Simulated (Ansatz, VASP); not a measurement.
**Two plane-wave programs on Ta**

```
Ta
1.0
     2.90037    0.00000    0.00000
    -1.45019    2.51180    0.00000
     0.00000    0.00000    5.06295
Ta
2
Cartesian
  1.4502 0.8373 3.7972
  0.0000 1.6745 1.2657
```

Change from the starting cell: strain -0.0200 x Voigt [0, 0, 1, 0, 0, 0], atoms carried along.

Alike in both runs: task single point; functional LDA; k mesh 18 × 18 × 10; occupations gaussian, width 0.15 eV; no spin polarisation.

|  | VASP | Ansatz |
| --- | --- | --- |
| version | VASP 6.6.1 | Ansatz 0.2.0 |
| potentials or method | VASP PAW LDA potentials, release 64 (Ta_pv), cutoff 520 eV | scalar-relativistic, plane waves, PAW |
| valence electrons in the cell | 22 | 26 |

```tsv
	VASP	Ansatz	Ansatz less VASP
gap on the k mesh at the Fermi level (eV)	none	none	-
pressure (GPa)	-7.8	-8.5	-0.67
traceless stress, the component that is largest in VASP (GPa)	3.11	3.11	-0.007
```

LDA's correlation is that of Perdew and Zunger in VASP and of Perdew and Wang (1992) in Ansatz. A gap of «none» marks a metal or a gap that the smearing closes. VASP's potentials hold 22 valence electrons a cell and Ansatz's 26, so a difference there can come from the potentials and not from the codes.

Neither program's run includes spin-orbit coupling.
